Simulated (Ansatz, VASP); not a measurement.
## Two plane-wave programs on KZnPF

```xyz
8
Lattice="4.1325 0.0000 0.0000 0.0000 4.1325 0.0000 0.0000 0.0000 10.3508" Properties=species:S:1:pos:R:3 pbc="T T T"
K     1.0331    1.0331    3.8718
K     3.0994    3.0994    6.4791
Zn    1.0331    3.0994    0.0000
Zn    3.0994    1.0331    0.0000
P     3.0994    3.0994    1.2932
P     1.0331    1.0331    9.0577
F     1.0331    3.0994    5.1754
F     3.0994    1.0331    5.1754
```

Alike in both runs: functional r2SCAN; k mesh 4 × 4 × 2; no spin polarisation.

Ansatz relaxed the structure, and its values are those at the end. VASP's run is a single point on that final structure, the one shown.

|  | VASP | Ansatz |
| --- | --- | --- |
| version | VASP 6.6.1 | Ansatz 0.2.0 |
| potentials or method | VASP PAW PBE potentials, release 64 (K_sv, Zn, P, F), cutoff 520 eV | PAW plane waves |
| occupations | fermi-dirac, width 0.1 eV | fermi-dirac |
| valence electrons in the cell | 66 | 66 |

|  | VASP | Ansatz | Ansatz less VASP |
| --- | --- | --- | --- |
| gap on the k mesh at the Fermi level (eV) | none | none | - |
| pressure (GPa) | 0.0 | 0.0 | -0.04 |
| rms of the force components (eV/Å) | 0.015 | 0.001 | -0.0137 |

VASP's potentials were made for PBE, not for r2SCAN. A gap of «none» marks a metal or a gap that the smearing closes.

The k mesh is coarse, so the values compare programs but aren't converged.
